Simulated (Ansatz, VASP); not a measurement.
## One calculation of CdSe, two programs

Contents of POSCAR:

```
CdSe
1.0
    0.0818074924      3.1495884574      3.1495884574
    3.1495884574      0.0818074924      3.1495884574
    3.1495884574      3.1495884574      0.0818074924
Cd Se
1 1
Direct
    0.0022999568      0.0022999568      0.0022999568
    0.2477000432      0.2477000432      0.2477000432
```

INCAR.step1

```
  PREC = Accurate
  ENCUT = 520
  ISMEAR = 0
  SIGMA = 0.01
  LREAL = False
  LASPH = True
  NELM = 100
  NBANDS = 16
  GGA = PE
  ALGO = Normal
  EDIFF = 1E-4
  LWAVE = True
  LCHARG = False
```

File INCAR.step2:

```
  PREC = Accurate
  ENCUT = 520
  EDIFF = 1E-7
  ISMEAR = 0
  SIGMA = 0.01
  LREAL = False
  LASPH = True
  NELM = 100
  ALGO = Normal
  ISIF = 2
  LWAVE = False
  LCHARG = False
  METAGGA = R2SCAN
  LMIXTAU = True
  NBANDS = 16
  ISTART = 1
```

Contents of KPOINTS:

```
Automatic mesh
0
Gamma
  8 8 8
```

Input for Ansatz:

```yaml
crystal:
  lattice:
    - [0.0818074924, 3.1495884574, 3.1495884574]
    - [3.1495884574, 0.0818074924, 3.1495884574]
    - [3.1495884574, 3.1495884574, 0.0818074924]
  atoms:
    - { symbol: Cd, position: [0.0022999568, 0.0022999568, 0.0022999568] }
    - { symbol: Se, position: [0.2477000432, 0.2477000432, 0.2477000432] }
kpoints:
  mp_grid: { grid: [8, 8, 8] }
  band_path:
    path:
      - [0.0, 0.0, 0.0]
      - [-0.5, -0.5, 0.0]
      - [-0.375, -0.375, 0.25]
      - [-0.375, 0.0, 0.375]
      - [0.0, 0.0, 0.5]
      - [-0.5, -0.25, 0.25]
    npoints: 1
hamiltonian:
  xc: r2scan
scf:
  occupations: { method: fixed }
  n_extra_bands: 4
output:
  forces: true
  stress: true
  eigenvalues: true
```

Change from the starting cell: shear_111 strain +4.0%.

Alike in both runs: task single point; functional r2SCAN; k mesh 8 × 8 × 8; no spin polarisation.

|  | VASP | Ansatz |
| --- | --- | --- |
| version | VASP 6.6.1 | Ansatz 0.2.0 |
| potentials or method | VASP PAW PBE potentials, release 64 (Cd, Se) | plane waves, PAW |
| plane-wave cutoff (eV) | 520 | 500 |
| occupations | gaussian, width 0.01 eV | fixed |
| valence electrons in the cell | 18 | 36 |

```csv
,VASP,Ansatz,Ansatz less VASP
gap on the k mesh at the Fermi level (eV),0.87,0.88,+0.012
pressure (GPa),-1.7,-1.9,-0.20
"traceless stress, the component that is largest in VASP (GPa)",-0.63,-0.63,+0.007
```

VASP's potentials were made for PBE, not for r2SCAN. VASP's potentials hold 18 valence electrons a cell and Ansatz's 36, so a difference there can come from the potentials and not from the codes.
